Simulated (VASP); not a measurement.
# La7Si16 (a cell with a defect) in VASP: notebook

La7Si16 (a cell with a defect) is run at these levels: PBEsol; tasks: single point.

Program: VASP 6.6.1. These are calculated values, not measurements. Logs are shortened: lines on timing, memory, paths and dates and some standing lists are left out, and cuts for length are marked.

## 1. The cell of the first run

The cell holds a defect, 23 atoms: a = 8.637 Å, b = 8.637 Å, c = 7.577 Å, α = 73.44°, β = 73.44°, γ = 90.00°.

## 2. Single point, PBEsol

Input file INCAR:

```
PREC = Accurate
ENCUT = 520
EDIFF = 1E-6
ISMEAR = 0
SIGMA = 0.1
LREAL = Auto
LASPH = True
NELM = 80
ALGO = Normal
ISIF = 2
LWAVE = False
LCHARG = False
GGA = PS
NBANDS = 88
```

Input file KPOINTS:

```
Automatic mesh
0
Gamma
  2 2 2
```

Input file POSCAR:

```
La7Si16
1.0
    0.0000000000      8.6365240000      0.0000000000
    8.6365240000      0.0000000000      0.0000000000
    2.1591310000      2.1591310000     -6.9348390000
Si La
16 7
Direct
    0.2138212032      0.2079250811      0.1794569420
    0.0761650330      0.3695827321      0.6667200205
    0.1682069964      0.4172233831      0.3356402362
    0.2957166540      0.3260434383      0.8450548023
    0.2099656240      0.7072792423      0.1650084450
    0.0773104951      0.7979352510      0.6587025308
    0.1599112847      0.9169314702      0.3250874317
    0.2987517205      0.7525918303      0.8365910153
    0.7017632341      0.2088339028      0.1702606218
    0.5800500095      0.3291440895      0.6743320213
    0.6628532864      0.4160656899      0.3341092706
    0.7926174457      0.2878233874      0.8319228464
    0.7142835260      0.7095355510      0.1615238652
    0.5825932221      0.8370913280      0.6646774352
    0.6756190594      0.9169665043      0.3259240770
    0.7947090374      0.7987464255      0.8229321546
    0.2549674494      0.0864835779     -0.3425792581
   -0.0038253081      0.4937145587      0.0133893519
    0.3796767144      0.6299819298      0.4879421137
    0.5048488822     -0.0012597097      0.0046900873
    0.8713388450      0.1278832603      0.4929511702
    0.5042310035      0.4975161493      0.0084982506
    0.8722835683      0.6275047661      0.4891417090
```

Potentials or basis: VASP PAW PBE potentials, release 64 (Si, La).

Launch:

```
cat potpaw_PBE.64/Si/POTCAR potpaw_PBE.64/La/POTCAR > POTCAR
mpirun -np 1 vasp_std > vasp.out
```

OUTCAR:

```text
PREC = Accurate
   ENCUT = 520
   EDIFF = 1E-6
   ISMEAR = 0
   LREAL = Auto
   LASPH = True
   NELM = 80
   ISIF = 2
   GGA = PS

 ion  position               nearest neighbor table
   1  0.214  0.208  0.179-   4 2.34   3 2.40   7 2.42  21 3.15  22 3.24  18 3.28  20 3.29
   2  0.076  0.370  0.667-   3 2.32  12 2.41   4 2.59  17 2.90  18 3.02  23 3.08  19 3.16
   3  0.168  0.417  0.336-   2 2.32   1 2.40   5 2.44  18 3.12  22 3.16  19 3.23  23 3.27  21 3.29

   4  0.296  0.326  0.845-   1 2.34  10 2.42   2 2.59  17 2.90  22 3.05  19 3.09  18 3.10
   5  0.210  0.707  0.165-   8 2.30   7 2.43   3 2.44  19 3.11  23 3.16  18 3.25  22 3.26  20 3.29

   6  0.077  0.798  0.659-   7 2.33  16 2.40   8 2.61  17 2.92  23 3.05  18 3.09  19 3.12
   7  0.160  0.917  0.325-   6 2.33   1 2.42   5 2.43  20 3.19  23 3.23  21 3.27  19 3.30
   8  0.299  0.753  0.837-   5 2.30  14 2.42   6 2.61  17 2.89  19 3.02  22 3.06  18 3.15
   9  0.702  0.209  0.170-  12 2.35  11 2.43  15 2.44  21 3.11  22 3.17  20 3.20  18 3.25
  10  0.580  0.329  0.674-  11 2.36   4 2.42  12 2.44  20 3.14  22 3.18  21 3.26  23 3.30  19 3.32

  11  0.663  0.416  0.334-  10 2.36   9 2.43  13 2.47  22 3.07  18 3.12  19 3.22  21 3.23  23 3.23

  12  0.793  0.288  0.832-   9 2.35   2 2.41  10 2.44  21 3.16  20 3.23  23 3.23  22 3.28  18 3.30

  13  0.714  0.710  0.162-  16 2.35  15 2.43  11 2.47  23 3.07  19 3.15  18 3.21  22 3.22  20 3.23

  14  0.583  0.837  0.665-  15 2.35   8 2.42  16 2.44  20 3.18  22 3.24  21 3.24  19 3.28  23 3.28

  15  0.676  0.917  0.326-  14 2.35  13 2.43   9 2.44  20 3.11  23 3.18  21 3.21  19 3.27
  16  0.795  0.799  0.823-  13 2.35   6 2.40  14 2.44  21 3.13  23 3.19  20 3.25  22 3.31  18 3.36

  17  0.255  0.086  0.657-   8 2.89   4 2.90   2 2.90   6 2.92
  18  0.996  0.494  0.013-   2 3.02   6 3.09   4 3.10  11 3.12   3 3.12   8 3.15  13 3.21   9 3.25
                             5 3.25   1 3.28  12 3.30  16 3.36
  19  0.380  0.630  0.488-   8 3.02   4 3.09   5 3.11   6 3.12  13 3.15   2 3.16  11 3.22   3 3.23
                            15 3.27  14 3.28   7 3.30  10 3.32
  20  0.505  0.999  0.005-  15 3.11  10 3.14  14 3.18   7 3.19   9 3.20  12 3.23  13 3.23  16 3.25
                             5 3.29   1 3.29
  21  0.871  0.128  0.493-   9 3.11  16 3.13   1 3.15  12 3.16  15 3.21  11 3.23  14 3.24  10 3.26
                             7 3.27   3 3.29
  22  0.504  0.498  0.008-   4 3.05   8 3.06  11 3.07   3 3.16   9 3.17  10 3.18  13 3.22  14 3.24
                             1 3.24   5 3.26  12 3.28  16 3.31
  23  0.872  0.628  0.489-   6 3.05  13 3.07   2 3.08   5 3.16  15 3.18  16 3.19  11 3.23   7 3.23
                            12 3.23   3 3.27  14 3.28  10 3.30

  LATTYP: Found a base centered monoclinic cell.
 ALAT       =    12.2138893726
 B/A-ratio  =     1.0000000000
 C/A-ratio  =     0.6203850082
 COS(beta)  =    -0.4029755663

  Lattice vectors:

 A1 = (   0.0000000000,  -8.6365240000,   0.0000000000)
 A2 = (  -8.6365240000,   0.0000000000,   0.0000000000)
 A3 = (   2.1591310000,   2.1591310000,  -6.9348390000)

Analysis of symmetry for initial positions (statically):
=====================================================================
 Subroutine PRICEL returns:
 Original cell was already a primitive cell.

 Routine SETGRP: Setting up the symmetry group for a
 base centered monoclinic supercell.

 Subroutine GETGRP returns: Found  1 space group operations
 (whereof  1 operations were pure point group operations)
 out of a pool of  4 trial point group operations.

The static configuration has the point symmetry C_1 .

Analysis of symmetry for dynamics (positions and initial velocities):
=====================================================================
 Subroutine PRICEL returns:
 Original cell was already a primitive cell.

 Routine SETGRP: Setting up the symmetry group for a
 base centered monoclinic supercell.

 Subroutine GETGRP returns: Found  1 space group operations
 (whereof  1 operations were pure point group operations)
 out of a pool of  4 trial point group operations.

The dynamic configuration has the point symmetry C_1 .

 Subroutine INISYM returns: Found  1 space group operations
 (whereof  1 operations are pure point group operations),
 and found     1 'primitive' translations

----------------------------------------------------------------------------------------

                                     Primitive cell

  volume of cell :     517.2665

  direct lattice vectors                    reciprocal lattice vectors
     0.000000000  8.636524000  0.000000000     0.000000000  0.115787324  0.036049864
     8.636524000  0.000000000  0.000000000     0.115787324  0.000000000  0.036049864
     2.159131000  2.159131000 -6.934839000     0.000000000  0.000000000 -0.144199454

  length of vectors
     8.636524000  8.636524000  7.577313858     0.121269522  0.121269522  0.144199454

  position of ions in fractional coordinates (direct lattice)
     0.213821203  0.207925081  0.179456942
     0.076165033  0.369582732  0.666720021
     0.168206996  0.417223383  0.335640236
     0.295716654  0.326043438  0.845054802
     0.209965624  0.707279242  0.165008445
     0.077310495  0.797935251  0.658702531
[... 15 lines left out ...]
     0.504231004  0.497516149  0.008498251
     0.872283568  0.627504766  0.489141709

  ion indices of the primitive-cell ions
   primitive index   ion index
                 1           1
                 2           2
                 3           3
                 4           4
                 5           5
                 6           6
[... 15 lines left out ...]
                22          22
                23          23

----------------------------------------------------------------------------------------

 KPOINTS: Automatic mesh

Automatic generation of k-mesh.
 Grid dimensions read from file:
 generate k-points for:    2    2    2

 Generating k-lattice:

  Cartesian coordinates                     Fractional coordinates (reciprocal lattice)
     0.000000000  0.057893662  0.018024932     0.500000000  0.000000000  0.000000000
     0.057893662  0.000000000  0.018024932     0.000000000  0.500000000  0.000000000
     0.000000000  0.000000000 -0.072099727     0.000000000  0.000000000  0.500000000

  Length of vectors
[... 12 lines left out ...]
  0.000000  0.000000  0.000000      1.000000
  0.500000  0.000000  0.000000      1.000000
  0.000000  0.500000  0.000000      1.000000
  0.500000  0.500000  0.000000      1.000000
  0.000000  0.000000  0.500000      1.000000
  0.500000  0.000000  0.500000      1.000000
  0.000000  0.500000  0.500000      1.000000
  0.500000  0.500000  0.500000      1.000000
   k-points           NKPTS =      8   k-points in BZ     NKDIM =      8   number of bands    NBANDS=     88
   number of dos      NEDOS =    301   number of ions     NIONS =     23
   total plane-waves  NPLWV = 229376
   dimension x,y,z NGX =    64 NGY =   64 NGZ =   56
   dimension x,y,z NGXF=   128 NGYF=  128 NGZF=  112
   ions per type =              16   7
   NGX,Y,Z   is equivalent  to a cutoff of  12.32, 12.32, 12.29 a.u.
   NGXF,Y,Z  is equivalent  to a cutoff of  24.64, 24.64, 24.57 a.u.
 SYSTEM =  unknown system
   PREC   = accura    normal or accurate (medium, high low for compatibility)
   ISTART =      0    job   : 0-new  1-cont  2-samecut
   ICHARG =      2    charge: 1-file 2-atom 10-const
   ISPIN  =      1    spin polarized calculation?
   LNONCOLLINEAR =      F non collinear calculations
   LSORBIT =      F    spin-orbit coupling
   LASPH  =      T    aspherical Exc in radial PAW
   ENCUT  =  520.0 eV  38.22 Ry    6.18 a.u.  16.06 16.06 14.09*2*pi/ulx,y,z
   NELM   =     80;   NELMIN=  2; NELMDL= -5     # of ELM steps
   EDIFF  = 0.1E-05   stopping-criterion for ELM
   LREAL  =      T    real-space projection
   EDIFFG = 0.1E-04   stopping-criterion for IOM
   NSW    =      0    number of steps for IOM
   IBRION =     -1    ionic relax: 0-MD 1-quasi-New 2-CG
   NFREE  =      0    steps in history (QN), initial steepest desc. (CG)
   ISIF   =      2    stress and relaxation
   ISYM   =      2    0-nonsym 1-usesym 2-fastsym
   POTIM  = 0.5000    time-step for ionic-motion
   TEBEG  =    0.0;   TEEND  =   0.0 temperature during run
   PSTRESS=    0.0 pullay stress
   NELECT =     141.0000    total number of electrons
   NUPDOWN=      -1.0000    fix difference up-down
   EMIN   =  10.00;   EMAX   =-10.00  energy-range for DOS
   EFERMI =   0.00;   METHOD = LEGACY
   ISMEAR =     0;   SIGMA  =   0.10  broadening in eV -4-tet -1-fermi 0-gaus
   EFERMI_NEDOS =   21; number of points for ismear=-14 and -15
   IALGO  =     38    algorithm
   IMIX   =      4    mixing-type and parameters
     AMIX     =   0.40;   BMIX     =  1.00
     AMIX_MAG =   1.60;   BMIX_MAG =  1.00
  volume/ion in A,a.u.               =      22.49       151.77
  Fermi-wavevector in a.u.,A,eV,Ry     =   1.061475  2.005897 15.330080  1.126729
  Thomas-Fermi vector in A             =   2.196892
   LORBIT       =      0    0 simple, 1 ext, 2 COOP (PROOUT), +10 PAW based schemes
   GGA     = PS    functional components
   LHFCALC =     F    Hartree Fock is set to
   AEXX    =    0.0000 exact exchange contribution
   IVDW    =     0    specifies the selected vdW correction
   LEPSILON=     F    determine dielectric tensor
   LRPA    =     F    only Hartree local field effects (RPA)
 non-spin polarized calculation
 Gauss-broadening in eV      SIGMA  =   0.10
  energy-cutoff  :      520.00
  volume of cell :      517.27
 maximum number of plane-waves:     13970
   NGX = 33   NGY = 33   NGZ = 29

 number of electron     140.9999995 magnetization

 Free energy of the ion-electron system (eV)
  ---------------------------------------------------
  ext. energy  EPLUGINS =         0.00000000
  ---------------------------------------------------
  free energy    TOTEN  =      -140.51676222 eV

  energy without entropy =     -140.45847558  energy(sigma->0) =     -140.48761890

 E-fermi :   7.9801     XC(G=0): -10.1028

 val. band max:        7.9549851966   @ k =   0.5000   0.5000   0.0000
 cond. band min:       8.0031970974   @ k =   0.0000   0.5000   0.5000
 fundamental gap:      0.0482119008
 Fermi energy:         7.9801175927

 k-point     1 :       0.0000    0.0000    0.0000
  band No.  band energies     occupation
      1     -24.7397      2.00000
      2     -24.5052      2.00000
      3     -24.4769      2.00000
      4     -24.4070      2.00000
      5     -24.3895      2.00000
      6     -24.3453      2.00000
[... 74 lines left out ...]
     81       9.2809      0.00000
     82       9.3959      0.00000

 k-point     2 :       0.5000    0.0000    0.0000
  band No.  band energies     occupation
      1     -24.7396      2.00000
      2     -24.5059      2.00000
      3     -24.4764      2.00000
      4     -24.4021      2.00000
      5     -24.3932      2.00000
      6     -24.3465      2.00000
[... 74 lines left out ...]
     81       9.1371      0.00000
     82       9.1581      0.00000
[... 423 lines left out ...]
     81       9.3824      0.00000
     82       9.4986      0.00000

 k-point     8 :       0.5000    0.5000    0.5000
  band No.  band energies     occupation
      1     -24.7394      2.00000
      2     -24.5056      2.00000
      3     -24.4758      2.00000
      4     -24.4007      2.00000
      5     -24.3890      2.00000
      6     -24.3510      2.00000
[... 74 lines left out ...]
     81       9.3109      0.00000
     82       9.4313      0.00000
 [bands above 82 left out]

------------------------ aborting loop because EDIFF is reached ----------------------------------------

  FORCE on cell =-STRESS in cart. coord.  units (eV):
  Direction    XX          YY          ZZ          XY          YZ          ZX
  --------------------------------------------------------------------------------------
  -------------------------------------------------------------------------------------
  Total       -0.5924695     -5.7785505     -3.2505198      0.5774439     -2.6178270     -1.2752590
  in kB       -1.8351105    -17.8984384    -10.0681354      1.7885705     -8.1084374     -3.9499776
  external PRESSURE =      -9.9338948 kB  Pullay stress =       0.0000000 kB

 VOLUME and BASIS-vectors are now :
 -----------------------------------------------------------------------------
  energy-cutoff  :      520.00
  volume of cell :      517.27
      direct lattice vectors                 reciprocal lattice vectors
     0.000000000  8.636524000  0.000000000     0.000000000  0.115787324  0.036049864
     8.636524000  0.000000000  0.000000000     0.115787324  0.000000000  0.036049864
     2.159131000  2.159131000 -6.934839000     0.000000000  0.000000000 -0.144199454

 POSITION                                       TOTAL-FORCE (eV/Angst)
 -----------------------------------------------------------------------------------
      2.18322      2.23414     -1.24451         0.032770     -0.045861     -0.161893
      4.63145      2.09734     -4.62360        -0.206037      0.021875     -0.171443
      4.32805      2.17742     -2.32761        -0.010885     -0.005899     -0.101133
      4.64047      4.37855     -5.86032        -0.201918     -0.131357     -0.098794
      6.46471      2.16965     -1.14431         0.008296     -0.025104     -0.083838
      8.31361      2.08992     -4.56800         0.196301      0.000617     -0.154770
[... 15 lines left out ...]
      4.31516      4.37315     -0.05893        -0.007257     -0.090266     -0.020735
      6.47558      8.58962     -3.39212        -0.008132     -0.002429     -0.097520
 -----------------------------------------------------------------------------------
    total drift:                               -0.001658      0.003621     -0.001419

  FREE ENERGIE OF THE ION-ELECTRON SYSTEM (eV)
  ---------------------------------------------------
  free  energy   TOTEN  =      -140.5167622155 eV

  energy  without entropy=     -140.4584755841  energy(sigma->0) =     -140.48761890
```

It took 10 min on 1 thread of Intel Xeon 6975P-C (Granite Rapids), shared host; peak memory 0.63 GiB.

What came out:

| Quantity | Value |
| --- | --- |
| Free energy | -140.5168 eV |
| Pressure | -1.0 GPa |
| Largest force | 2.050 eV/Å |
| Band gap on the k mesh | zero (an odd number of electrons rules out a gap without spin polarisation) |

Forces in eV/Å, atoms in the order of the input:
```
Si   0.033 -0.046 -0.162
Si  -0.206  0.022 -0.171
Si  -0.011 -0.006 -0.101
Si  -0.202 -0.131 -0.099
Si   0.008 -0.025 -0.084
Si   0.196  0.001 -0.155
Si  -0.007 -0.073 -0.091
Si   0.158 -0.116 -0.061
Si  -0.008 -0.020 -0.066
Si   0.050 -0.056 -0.049
Si  -0.008 -0.041 -0.045
Si   0.004 -0.079 -0.062
Si  -0.004 -0.039 -0.042
Si  -0.040 -0.051 -0.044
Si   0.004 -0.051 -0.028
Si   0.017 -0.081 -0.070
La   0.027  1.043  1.765
La   0.017 -0.042 -0.076
La  -0.040 -0.037 -0.116
La   0.009 -0.063 -0.008
La   0.019 -0.015 -0.118
La  -0.007 -0.090 -0.021
La  -0.008 -0.002 -0.098
```

Caveat: the k points lie up to 0.45 Å⁻¹ apart, too coarse for converged energies and pressures of a metal; the PAW data sets were made with another functional, which shifts forces and pressure a little; spin-orbit coupling is left out, which moves the levels of the heavy elements.

## 3. Single point, PBEsol

Input file INCAR:

```
SYSTEM = La7Si16
PREC     = Accurate       ! precision mode
ENCUT    = 520            ! plane-wave cutoff, eV
EDIFF    = 1E-6           ! SCF threshold, eV
ISMEAR   = 0              ! smearing method
SIGMA    = 0.1            ! smearing width, eV
LREAL    = Auto         
LASPH    = .TRUE.         ! aspherical terms in the spheres
NELM     = 80             ! most SCF steps
ALGO     = Normal         ! electronic algorithm
ISIF     = 2              ! what is computed and relaxed
LWAVE    = .FALSE.        ! write WAVECAR
LCHARG   = .FALSE.        ! write CHGCAR
GGA      = PS             ! functional
NBANDS   = 88             ! bands
```

Input file KPOINTS:

```
regular mesh
0
G
  2 2 2
  0 0 0
```

Input file POSCAR:

```
La7Si16
1.0
    0.0000000000      8.6365240000      0.0000000000
    8.6365240000      0.0000000000      0.0000000000
    2.1591310000      2.1591310000     -6.9348390000
Si La
16 7
Direct
    0.2120400370      0.2081931190      0.1792355958
    0.0800908650      0.3516128338      0.6706519070
    0.1676817820      0.4176822452      0.3355744813
    0.2927341626      0.3120793297      0.8418717435
    0.2100634051      0.7071004075      0.1655144409
    0.0810295866      0.8133861458      0.6615860873
    0.1589382641      0.9165859011      0.3264984234
    0.2953125595      0.7671974290      0.8329661294
    0.7012114958      0.2079708123      0.1719497742
    0.5806461745      0.3304433151      0.6731195923
    0.6629332239      0.4162736882      0.3335324728
    0.7913437422      0.2900407874      0.8326024584
    0.7134052826      0.7091168675      0.1622848057
    0.5830673127      0.8353403336      0.6635526794
    0.6765159963      0.9174261125      0.3256950882
    0.7931425511      0.7982551403      0.8238459465
    0.3202582878      0.1089703900     -0.4272303942
   -0.0032257393      0.4947496036      0.0107432919
    0.3786485936      0.6279465751      0.4918044961
    0.5025906801     -0.0004218745      0.0008862498
    0.8732297410      0.1274417365      0.4968255211
    0.5039880556      0.4986210816      0.0042077401
    0.8744817099      0.6271607970      0.4909515563
```

Potentials or basis: VASP PAW PBE potentials, release 64 (Si, La).

Launch:

```
cat potpaw_PBE.64/Si/POTCAR potpaw_PBE.64/La/POTCAR > POTCAR
mpirun -np 1 vasp_std > vasp.out
```

Run time: 11 min. Hardware: 1 thread of Intel Xeon 6975P-C (Granite Rapids), shared host; peak memory 0.63 GiB.

It converged, with:

```
Free energy            : -142.2500 eV
Pressure               : -2.1 GPa
Largest force          : 1.879 eV/Å
Band gap on the k mesh : zero (an odd number of electrons rules out a gap without spin polarisation)
```

Forces on the atoms (eV/Å):
```
Si  -0.005 -0.088 -0.072
Si  -0.410  0.081 -0.155
Si  -0.003 -0.052 -0.072
Si  -0.362 -0.138 -0.006
Si   0.014 -0.047 -0.087
Si   0.393  0.072 -0.144
Si   0.008 -0.066 -0.081
Si   0.326 -0.156  0.003
Si  -0.014 -0.047 -0.111
Si   0.034 -0.042 -0.045
Si  -0.006 -0.039 -0.058
Si   0.038 -0.061 -0.089
Si  -0.002 -0.061 -0.086
Si  -0.041 -0.048 -0.052
Si   0.010 -0.021 -0.056
Si  -0.003 -0.070 -0.089
La   0.033  1.015  1.581
La   0.015 -0.045 -0.019
La  -0.034 -0.044 -0.135
La  -0.007 -0.112  0.005
La   0.015  0.023 -0.139
La   0.001 -0.082  0.003
La  -0.001  0.027 -0.095
```

Stress tensor (GPa, compression positive):
```
-1.90  0.10 -0.37
 0.10 -2.88 -0.39
-0.37 -0.39 -1.60
```

Levels at points of the mesh, in eV from the Fermi level:
```csv
k point,band 67,band 68,band 69,band 70,band 71,band 72,band 73,band 74
"(0.00, 0.00, 0.00)",-0.86,-0.81,-0.67,-0.63,-0.48,-0.37,-0.18,0.27
"(0.50, 0.00, 0.00)",-0.77,-0.49,-0.37,-0.20,0.05,0.13,0.28,0.37
"(0.00, 0.50, 0.00)",-0.76,-0.60,-0.36,0.02,0.08,0.12,0.20,0.39
"(0.50, 0.50, 0.00)",-0.64,-0.51,-0.14,0.02,0.15,0.25,0.37,0.42
"(0.00, 0.00, 0.50)",-0.82,-0.80,-0.75,-0.69,-0.56,-0.26,0.35,0.42
"(0.50, 0.00, 0.50)",-0.90,-0.73,-0.66,-0.55,-0.02,0.05,0.18,0.40
"(0.00, 0.50, 0.50)",-0.87,-0.84,-0.75,-0.49,-0.03,0.06,0.20,0.54
"(0.50, 0.50, 0.50)",-1.10,-0.53,0.18,0.47,0.52,0.62,0.64,0.79
```

Caveat: the k points lie up to 0.45 Å⁻¹ apart, too coarse for converged energies and pressures of a metal; the PAW data sets were made with another functional, which shifts forces and pressure a little; spin-orbit coupling is left out, which moves the levels of the heavy elements.

The gap in the log of VASP goes by the Fermi energy; the results here count the filled bands.